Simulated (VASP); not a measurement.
# GaSi62 (a cell with a defect) in VASP: notebook

Runs on GaSi62 (a cell with a defect). Level: PBE. Tasks: single point.

Program: VASP 6.6.1. These are calculated values, not measurements. Logs are shortened: lines on timing, memory, paths and dates and some standing lists are left out, and cuts for length are marked.

**1. The cell of the first run**

The cell holds a defect, 63 atoms: a = 10.860 Å, b = 10.860 Å, c = 10.860 Å, α = 90.00°, β = 90.00°, γ = 90.00°.

**2. Single point, PBE**

The input, INCAR:

```
SYSTEM = GaSi62
PREC = Accurate ; ENCUT = 520
EDIFF = 1E-6 ; ISMEAR = -1
SIGMA = 0.02 ; LREAL = Auto
LASPH = .True. ; NELM = 60
ALGO = Normal ; ISIF = 2
LWAVE = .False. ; LCHARG = .False.
GGA = PE ; NELECT = 260.0
NBANDS = 168
```

The input, KPOINTS:

```
Automatic mesh
0
Gamma
  1 1 1
  0 0 0
```

The input, POSCAR:

```
GaSi62
1.0
   10.8600000000      0.0000000000      0.0000000000
    0.0000000000     10.8600000000      0.0000000000
    0.0000000000      0.0000000000     10.8600000000
Si Ga
62 1
Direct
    0.4996768348     -0.0006829578     -0.0071046934
    0.8719218216      0.3717565001      0.1239170834
    0.7574521665     -0.0006150258      0.2507223992
    0.8773728011      0.1248471180      0.3769778459
   -0.0017463632      0.0014815011      0.0017159533
    0.1257516696      0.1249797871      0.1250509097
    0.2502583846      0.2496397725      0.0002271598
    0.3730819808      0.3771152898      0.1250959964
    0.5013326942      0.4983197835      0.0016852098
    0.6253301543      0.6252881700      0.1250535289
    0.7502614709      0.7495949339      0.0002462066
    0.8771066572      0.8731324786      0.1251133186
    0.2512853989      0.0004588841      0.2497258889
    0.3770597181      0.1260831730      0.3732458956
    0.4996229989      0.2577199575      0.2506327928
    0.6251959175      0.3769137729      0.3773443210
    0.7485419138      0.4982652674      0.2491380318
    0.8770217701      0.6243066567      0.3743194713
    0.5005774348      0.0005489374      0.4989682956
    0.6253210867      0.1248625495      0.6246970148
    0.7502326062      0.2496684167      0.5002257519
    0.8744823700      0.3744058442      0.6257803700
    0.7485298814      0.0011847380      0.7521066464
    0.8713273570      0.1269710797      0.8787854349
   -0.0030413880      0.4966081007      0.0003986676
    0.1243129414      0.6242148133      0.1251141928
    0.2497036255      0.7495814279      0.0001648180
    0.3768484496      0.8767429864      0.1242197068
   -0.0012984599      0.2483828264      0.2489199361
    0.1244323862      0.3767919019      0.3744831911
    0.2491096982      0.5014009706      0.2504105846
    0.3759354950      0.6261704315      0.3745379406
    0.5007384192      0.7510743217      0.2495175283
    0.6260718118      0.8767242017      0.3733767794
    0.0015948853     -0.0002269322      0.5013209891
    0.1242837801      0.1251535471      0.6261889933
    0.2497958978      0.2499267961      0.5006462435
    0.3759310415      0.3767394847      0.6260568736
    0.4999830480      0.5013364724      0.5013602489
    0.6252286491      0.6241843811      0.6261120624
    0.7501233648      0.7495679186      0.5006349851
    0.8768839140      0.8758483458      0.6260731016
    0.2491156885     -0.0002102492      0.7488555588
    0.3734829474      0.1247880190      0.8730696541
    0.5014974489      0.2483924286      0.7517480344
    0.6266391064      0.3714503112      0.8786078848
    0.7499647251      0.4965763126      0.7535537910
    0.8747569551      0.6241457195      0.8756488588
    0.0015944116      0.7491539236      0.2502705019
    0.1265171260      0.8754639331      0.3747732319
   -0.0005752187      0.4993325015      0.5011107275
    0.1253384104      0.6250110600      0.6251299307
    0.2502973723      0.7497594084      0.5001767464
    0.3756195375      0.8756187394      0.6238583424
   -0.0032363330      0.2499033062      0.7535987730
    0.1245778123      0.3742230536      0.8759468641
    0.2491653344      0.4992176584      0.7510534306
    0.3760197434      0.6242728019      0.8733122680
    0.4999970572      0.7491190529      0.7487818284
    0.6252051132      0.8728821434      0.8734134279
   -0.0004767332      0.7491006313      0.7508146554
    0.1242314343      0.8758800073      0.8735273467
    0.6238982754      0.1239227131      0.1264337669
```

Potentials or basis: VASP PAW PBE potentials, release 64 (Si, Ga_d).

Command:

```
$ cat potpaw_PBE.64/Si/POTCAR potpaw_PBE.64/Ga_d/POTCAR > POTCAR
$ mpirun -np 1 vasp_gam > vasp.out
```

OUTCAR:

```text
SYSTEM = GaSi62
   PREC = Accurate
   ENCUT = 520
   EDIFF = 1E-6
   ISMEAR = -1
   LREAL = Auto
   LASPH = .True.
   NELM = 60
   ISIF = 2
   GGA = PE
   NELECT = 260.0

 ion  position               nearest neighbor table
   1  0.500  0.999  0.993-  60 2.33  44 2.33  28 2.36  63 2.40
   2  0.872  0.372  0.124-  25 2.34  17 2.35  29 2.35
   3  0.757  0.999  0.251-  12 2.33   4 2.33  34 2.36  63 2.40
   4  0.877  0.125  0.377-   3 2.33  29 2.34  35 2.34  21 2.35
   5  0.998  0.001  0.002-  12 2.34   6 2.35  24 2.35  62 2.38
   6  0.126  0.125  0.125-   7 2.34  29 2.35   5 2.35  13 2.35
   7  0.250  0.250  0.000-   6 2.34  56 2.35   8 2.35  44 2.35
   8  0.373  0.377  0.125-  15 2.33   9 2.34  31 2.34   7 2.35
[... 13 lines left out ...]
  22  0.874  0.374  0.626-  47 2.35  51 2.35  21 2.35  55 2.35
  23  0.749  0.001  0.752-  60 2.34  20 2.35  24 2.35  42 2.38
  24  0.871  0.127  0.879-  55 2.34  23 2.35   5 2.35
  25  0.997  0.497  0.000-   2 2.34  56 2.35  48 2.35  26 2.38
  26  0.124  0.624  0.125-  49 2.34  31 2.34  27 2.36  25 2.38
  27  0.250  0.750  0.000-  26 2.36  28 2.37  62 2.37  58 2.37
  28  0.377  0.877  0.124-  13 2.35  33 2.35   1 2.36  27 2.37
  29  0.999  0.248  0.249-   4 2.34   6 2.35   2 2.35  30 2.38
  30  0.124  0.377  0.374-  31 2.34  51 2.35  37 2.37  29 2.38
[... 13 lines left out ...]
  44  0.373  0.125  0.873-   1 2.33  45 2.34  43 2.34   7 2.35
  45  0.501  0.248  0.752-  44 2.34  20 2.35  46 2.35  38 2.38
  46  0.627  0.371  0.879-  47 2.34  45 2.35   9 2.35
  47  0.750  0.497  0.754-  46 2.34  48 2.35  22 2.35  40 2.38
  48  0.875  0.624  0.876-  47 2.35  11 2.35  25 2.35  61 2.35
  49  0.002  0.749  0.250-  26 2.34  18 2.34  12 2.34  50 2.36
  50  0.127  0.875  0.375-  13 2.35  53 2.35  49 2.36  35 2.36
  51  0.999  0.499  0.501-  18 2.35  30 2.35  22 2.35  52 2.36
  52  0.125  0.625  0.625-  53 2.35  57 2.35  61 2.36  51 2.36
[... 8 lines left out ...]
  61  1.000  0.749  0.751-  42 2.35  62 2.35  48 2.35  52 2.36
  62  0.124  0.876  0.874-  43 2.34  61 2.35  27 2.37   5 2.38
  63  0.624  0.124  0.126-  15 2.40   1 2.40   3 2.40

  LATTYP: Found a simple cubic cell.
 ALAT       =    10.8600000000

  Lattice vectors:

 A1 = (  10.8600000000,   0.0000000000,   0.0000000000)
 A2 = (   0.0000000000,  10.8600000000,   0.0000000000)
 A3 = (   0.0000000000,   0.0000000000,  10.8600000000)

Analysis of symmetry for initial positions (statically):
=====================================================================
 Subroutine PRICEL returns:
 Original cell was already a primitive cell.

 Routine SETGRP: Setting up the symmetry group for a
 simple cubic supercell.

 Subroutine GETGRP returns: Found  1 space group operations
 (whereof  1 operations were pure point group operations)
 out of a pool of 48 trial point group operations.

The static configuration has the point symmetry C_1 .

Analysis of symmetry for dynamics (positions and initial velocities):
=====================================================================
 Subroutine PRICEL returns:
 Original cell was already a primitive cell.

 Routine SETGRP: Setting up the symmetry group for a
 simple cubic supercell.

 Subroutine GETGRP returns: Found  1 space group operations
 (whereof  1 operations were pure point group operations)
 out of a pool of 48 trial point group operations.

The dynamic configuration has the point symmetry C_1 .

 Subroutine INISYM returns: Found  1 space group operations
 (whereof  1 operations are pure point group operations),
 and found     1 'primitive' translations

----------------------------------------------------------------------------------------

                                     Primitive cell

  volume of cell :    1280.8241

  direct lattice vectors                    reciprocal lattice vectors
    10.860000000  0.000000000  0.000000000     0.092081031  0.000000000  0.000000000
     0.000000000 10.860000000  0.000000000     0.000000000  0.092081031  0.000000000
     0.000000000  0.000000000 10.860000000     0.000000000  0.000000000  0.092081031

[... 48 lines left out ...]
   NFREE  =      0    steps in history (QN), initial steepest desc. (CG)
   ISIF   =      2    stress and relaxation
   ISYM   =      2    0-nonsym 1-usesym 2-fastsym
   POTIM  = 0.5000    time-step for ionic-motion
   TEBEG  =    0.0;   TEEND  =   0.0 temperature during run
   PSTRESS=    0.0 pullay stress
   NELECT =     260.0000    total number of electrons
   NUPDOWN=      -1.0000    fix difference up-down
   EMIN   =  10.00;   EMAX   =-10.00  energy-range for DOS
   EFERMI =   0.00;   METHOD = LEGACY
   ISMEAR =    -1;   SIGMA  =   0.02  broadening in eV -4-tet -1-fermi 0-gaus
   EFERMI_NEDOS =   21; number of points for ismear=-14 and -15
   IALGO  =     38    algorithm
   IMIX   =      4    mixing-type and parameters
     AMIX     =   0.40;   BMIX     =  1.00
     AMIX_MAG =   1.60;   BMIX_MAG =  1.00
  volume/ion in A,a.u.               =      20.33       137.20
  Fermi-wavevector in a.u.,A,eV,Ry     =   0.962135  1.818172 12.594971  0.925704
  Thomas-Fermi vector in A             =   2.091568
   LORBIT       =      0    0 simple, 1 ext, 2 COOP (PROOUT), +10 PAW based schemes
   GGA     = PE    functional components
[... 5 lines left out ...]
 non-spin polarized calculation
  energy-cutoff  :      520.00
  volume of cell :     1280.82
 maximum number of plane-waves:     17229
 NGX is ok and might be reduce to    84
   NGX = 41   NGY = 41   NGZ = 41

 number of electron     259.9999986 magnetization

 Free energy of the ion-electron system (eV)
  ---------------------------------------------------
  ext. energy  EPLUGINS =         0.00000000
  ---------------------------------------------------
  free energy    TOTEN  =      -336.43250187 eV

  energy without entropy =     -336.43250187  energy(sigma->0) =     -336.43250187

 E-fermi :   5.8929     XC(G=0):  -9.3298

 val. band max:        5.4861218832   @ k =   0.0000   0.0000   0.0000
 cond. band min:       6.3116917255   @ k =   0.0000   0.0000   0.0000
 fundamental gap:      0.8255698423
 Fermi energy:         5.8928820571

 k-point     1 :       0.0000    0.0000    0.0000
  band No.  band energies     occupation
      1      -8.9404      2.00000
      2      -8.9150      2.00000
      3      -8.9148      2.00000
      4      -8.8168      2.00000
      5      -8.8164      2.00000
      6      -6.2224      2.00000
[... 134 lines left out ...]
    141       6.8850      0.00000
    142       6.9294      0.00000
 [bands above 142 left out]

------------------------ aborting loop because EDIFF is reached ----------------------------------------

  FORCE on cell =-STRESS in cart. coord.  units (eV):
  Direction    XX          YY          ZZ          XY          YZ          ZX
  --------------------------------------------------------------------------------------
  -------------------------------------------------------------------------------------
  Total        8.5461295      8.5402067      8.5594525     -0.1196214      0.1444559      0.1784354
  in kB       10.6903168     10.6829080     10.7069825     -0.1496338      0.1806992      0.2232041
  external PRESSURE =      10.6934024 kB  Pullay stress =       0.0000000 kB

 VOLUME and BASIS-vectors are now :
 -----------------------------------------------------------------------------
  energy-cutoff  :      520.00
  volume of cell :     1280.82
      direct lattice vectors                 reciprocal lattice vectors
    10.860000000  0.000000000  0.000000000     0.092081031  0.000000000  0.000000000
     0.000000000 10.860000000  0.000000000     0.000000000  0.092081031  0.000000000
     0.000000000  0.000000000 10.860000000     0.000000000  0.000000000  0.092081031

 POSITION                                       TOTAL-FORCE (eV/Angst)
 -----------------------------------------------------------------------------------
      5.42649     10.85258     10.78284        -0.011862     -0.009270      0.001747
      9.46907      4.03728      1.34574        -0.012994     -0.020756     -0.009810
      8.22593     10.85332      2.72285         0.007195     -0.006205      0.012518
      9.52827      1.35584      4.09398        -0.000447     -0.001371     -0.001843
     10.84103      0.01609      0.01864         0.005764     -0.011105     -0.001412
      1.36566      1.35728      1.35805         0.000555     -0.005940      0.007389
[... 55 lines left out ...]
      1.34915      9.51206      9.48651         0.002641      0.007959     -0.008649
      6.77554      1.34580      1.37307         0.007625      0.005218     -0.007375
 -----------------------------------------------------------------------------------
    total drift:                               -0.023278     -0.030869      0.018943

  FREE ENERGIE OF THE ION-ELECTRON SYSTEM (eV)
  ---------------------------------------------------
  free  energy   TOTEN  =      -336.4325018690 eV

  energy  without entropy=     -336.4325018663  energy(sigma->0) =     -336.43250187
```

It took 3.1 min on 1 thread of Intel Xeon 6975P-C (Granite Rapids), shared host; peak memory 0.97 GiB.

Results:

```
Free energy   : -336.4325 eV
Largest force : 0.026 eV/Å
```

Forces on the atoms (eV/Å):
```
Si  -0.012 -0.009  0.002
Si  -0.013 -0.021 -0.010
Si   0.007 -0.006  0.013
Si   0.000 -0.001 -0.002
Si   0.006 -0.011 -0.001
Si   0.001 -0.006  0.007
Si  -0.003 -0.002  0.003
Si   0.007  0.004  0.000
Si  -0.003  0.003  0.001
Si  -0.012  0.009  0.008
Si  -0.001 -0.005  0.006
Si   0.005  0.001  0.000
Si   0.005  0.002  0.004
Si  -0.004 -0.003 -0.004
Si  -0.013 -0.009  0.017
Si   0.001  0.010 -0.008
Si   0.002  0.009  0.008
Si  -0.001  0.003 -0.005
Si   0.009 -0.003 -0.002
Si  -0.010  0.004 -0.008
Si  -0.004 -0.010  0.012
Si   0.005 -0.004 -0.002
Si   0.001 -0.008 -0.007
Si  -0.010  0.001  0.019
Si   0.004  0.006 -0.001
Si   0.000 -0.005  0.009
Si  -0.001 -0.005  0.007
Si   0.008  0.003  0.005
Si   0.002  0.003  0.009
Si  -0.001  0.001 -0.006
Si   0.007  0.002  0.003
Si  -0.004  0.002  0.000
Si   0.003  0.002 -0.002
Si  -0.005  0.005  0.000
Si   0.003 -0.002 -0.009
Si  -0.002 -0.010 -0.002
Si  -0.004 -0.007  0.003
Si   0.001  0.006  0.000
Si   0.000  0.000 -0.013
Si  -0.002 -0.005  0.004
Si  -0.003  0.000  0.002
Si   0.000  0.006 -0.003
Si   0.003 -0.006  0.000
Si  -0.002  0.007 -0.005
Si  -0.009 -0.010 -0.006
Si   0.013 -0.009  0.016
Si  -0.001  0.006 -0.010
Si  -0.002  0.010  0.003
Si  -0.005  0.005  0.010
Si   0.003  0.005 -0.003
Si   0.006  0.004 -0.002
Si  -0.004  0.003 -0.006
Si   0.001  0.001  0.003
Si   0.007 -0.002 -0.003
Si  -0.001  0.007 -0.009
Si   0.003 -0.001 -0.001
Si   0.011  0.004 -0.010
Si  -0.002  0.001  0.001
Si  -0.006  0.008 -0.004
Si   0.004  0.005 -0.015
Si   0.004  0.000  0.000
Si   0.003  0.008 -0.009
Ga   0.008  0.005 -0.007
```

Levels at points of the mesh, in eV from the Fermi level:
| k point | band 128 | band 129 | band 130 | band 131 | band 132 | band 133 |
| --- | --- | --- | --- | --- | --- | --- |
| (0.00, 0.00, 0.00) | -0.48 | -0.48 | -0.41 | 0.42 | 0.42 | 0.55 |

Caveat: the k points lie up to 0.58 Å⁻¹ apart; the cell carries a net charge on a neutralising background, which shifts energy and pressure; the cell is charged against a uniform background, so pressure and absolute levels hang on convention.

**3. Single point, PBE**

Edit INCAR of step 2 so:

```diff
@@ -4,3 +4,3 @@
 SIGMA = 0.02 ; LREAL = Auto
-LASPH = .True. ; NELM = 60
+LASPH = .True. ; NELM = 100
 ALGO = Normal ; ISIF = 2
```

The input, KPOINTS:

```
regular mesh
0
Gamma
  1 1 1
  0 0 0
```

The input, POSCAR:

```
GaSi62
1.0
   10.8600000000      0.0000000000      0.0000000000
    0.0000000000     10.8600000000      0.0000000000
    0.0000000000      0.0000000000     10.8600000000
Si Ga
62 1
Direct
    0.5032097128      0.0032097128      0.0013237748
    0.8754545969      0.3754545969      0.1325073167
    0.7486762252      0.0032097128      0.2467902872
    0.8737850885      0.1265886292      0.3734183779
    0.0019205075     -0.0021220850     -0.0000199284
    0.1250786233      0.1250909614      0.1249090386
    0.2494277582      0.2499619901      0.0000380099
    0.3765816221      0.3737850885      0.1234113708
    0.4978779150      0.5019205075     -0.0000199284
    0.6250909614      0.6250786233      0.1249090386
    0.7499619901      0.7494277582      0.0000380099
    0.8737850885      0.8765816221      0.1234113708
    0.2505025766      0.0005267633      0.2494732367
    0.3782168903      0.1250774869      0.3717831097
    0.5032097128      0.2486762252      0.2467902872
    0.6265886292      0.3737850885      0.3734183779
    0.7500199284      0.5019205075      0.2521220850
    0.8752039662      0.6258659114      0.3764776551
    0.5005267633      0.0005267633      0.4994974234
    0.6250909614      0.1250909614      0.6249213767
    0.7499619901      0.2499619901      0.5005722418
    0.8744400373      0.3744400373      0.6262741217
    0.7500199284     -0.0021220850      0.7480794925
    0.8754545969      0.1174926833      0.8745454031
   -0.0019050806      0.4980949194      0.0009516722
    0.1253186071      0.6253186071      0.1248942552
    0.2508145106      0.7508145106     -0.0000135258
    0.3782168903      0.8782168903      0.1249225131
    0.0019205075      0.2500199284      0.2521220850
    0.1258659114      0.3752039662      0.3764776551
    0.2506327886      0.4990952551      0.2518418840
    0.3755892824      0.6257908910      0.3744107176
    0.5005267633      0.7505025766      0.2494732367
    0.6250774869      0.8782168903      0.3717831097
   -0.0009047449     -0.0018418840      0.4993672114
    0.1253186071      0.1251057448      0.6246813929
    0.2508145106      0.2500135258      0.4991854894
    0.3735223449      0.3752039662      0.6241340886
    0.4981581160      0.4990952551      0.4993672114
    0.6251057448      0.6253186071      0.6246813929
    0.7500135258      0.7508145106      0.4991854894
    0.8752039662      0.8735223449      0.6241340886
    0.2506327886     -0.0018418840      0.7509047449
    0.3765816221      0.1265886292      0.8762149115
    0.4978779150      0.2500199284      0.7480794925
    0.6174926833      0.3754545969      0.8745454031
    0.7490483278      0.4980949194      0.7519050806
    0.8744400373      0.6237258783      0.8755599627
   -0.0009047449      0.7506327886      0.2518418840
    0.1257908910      0.8755892824      0.3744107176
   -0.0006556982      0.4993443018      0.5013932509
    0.1249144141      0.6249144141      0.6250855859
    0.2497705017      0.7497705017      0.5002294983
    0.3755892824      0.8755892824      0.6242091090
   -0.0019050806      0.2490483278      0.7519050806
    0.1237258783      0.3744400373      0.8755599627
    0.2486067491      0.4993443018      0.7506556982
    0.3735223449      0.6258659114      0.8747960338
    0.4981581160      0.7506327886      0.7509047449
    0.6265886292      0.8765816221      0.8762149115
   -0.0006556982      0.7486067491      0.7506556982
    0.1258659114      0.8735223449      0.8747960338
    0.7511393213      0.2511393213     -0.0011393213
```

Potentials or basis: VASP PAW PBE potentials, release 64 (Si, Ga_d).

Command:

```
$ cat potpaw_PBE.64/Si/POTCAR potpaw_PBE.64/Ga_d/POTCAR > POTCAR
$ mpirun -np 1 vasp_gam > vasp.out
```

Wall time 3 min (1 thread of Intel Xeon 6975P-C (Granite Rapids), shared host); peak memory 0.97 GiB.

It converged, with:

| Quantity | Value |
| --- | --- |
| Free energy | -336.4323 eV |
| Largest force | 0.032 eV/Å |

Forces in eV/Å, atoms in the order of the input:
```
Si   0.016  0.016  0.022
Si   0.013  0.013  0.001
Si  -0.022  0.016 -0.016
Si   0.006 -0.002  0.006
Si  -0.004  0.005  0.008
Si   0.000  0.001 -0.001
Si  -0.005 -0.002  0.002
Si  -0.006  0.006  0.002
Si   0.005 -0.004  0.008
Si   0.001  0.000 -0.001
Si  -0.002 -0.005  0.002
Si   0.006 -0.006  0.002
Si   0.001  0.001 -0.001
Si  -0.003  0.000  0.003
Si   0.016 -0.022 -0.016
Si  -0.002  0.006  0.006
Si  -0.008 -0.004 -0.005
Si   0.000  0.003  0.003
Si   0.001  0.001 -0.001
Si   0.001  0.001  0.000
Si  -0.002 -0.002  0.005
Si  -0.003 -0.003  0.001
Si  -0.008  0.005  0.004
Si   0.013 -0.001 -0.013
Si  -0.004 -0.004  0.011
Si   0.003  0.003  0.000
Si  -0.003 -0.003  0.004
Si  -0.003 -0.003  0.000
Si  -0.004 -0.008 -0.005
Si   0.003  0.000  0.003
Si   0.002  0.006 -0.007
Si   0.000 -0.001  0.000
Si   0.001  0.001 -0.001
Si   0.000 -0.003  0.003
Si   0.006  0.007 -0.002
Si   0.003  0.000 -0.003
Si  -0.003 -0.004  0.003
Si  -0.003  0.000 -0.003
Si   0.007  0.006 -0.002
Si   0.000  0.003 -0.003
Si  -0.004 -0.003  0.003
Si   0.000 -0.003 -0.003
Si   0.002  0.007 -0.006
Si  -0.006 -0.002 -0.006
Si   0.005 -0.008  0.004
Si  -0.001  0.013 -0.013
Si  -0.011 -0.004  0.004
Si  -0.003 -0.001  0.003
Si   0.006  0.002 -0.007
Si  -0.001  0.000  0.000
Si   0.003  0.003  0.003
Si   0.001  0.001 -0.001
Si   0.002  0.002 -0.002
Si   0.000  0.000  0.001
Si  -0.004 -0.011  0.004
Si  -0.001 -0.003  0.003
Si  -0.003  0.003 -0.003
Si  -0.003  0.003  0.000
Si   0.007  0.002 -0.006
Si  -0.002 -0.006 -0.006
Si   0.003 -0.003 -0.003
Si   0.003 -0.003  0.000
Ga  -0.008 -0.008  0.008
```

Levels at points of the mesh, in eV from the Fermi level:
| k point | band 127 | band 128 | band 129 | band 130 | band 131 | band 132 | band 133 | band 134 |
| --- | --- | --- | --- | --- | --- | --- | --- | --- |
| (0.00, 0.00, 0.00) | -1.06 | -0.48 | -0.48 | -0.41 | 0.42 | 0.42 | 0.55 | 0.58 |

Caveat: the k points lie up to 0.58 Å⁻¹ apart; the cell carries a net charge on a neutralising background, which shifts energy and pressure; the cell is charged against a uniform background, so pressure and absolute levels hang on convention.
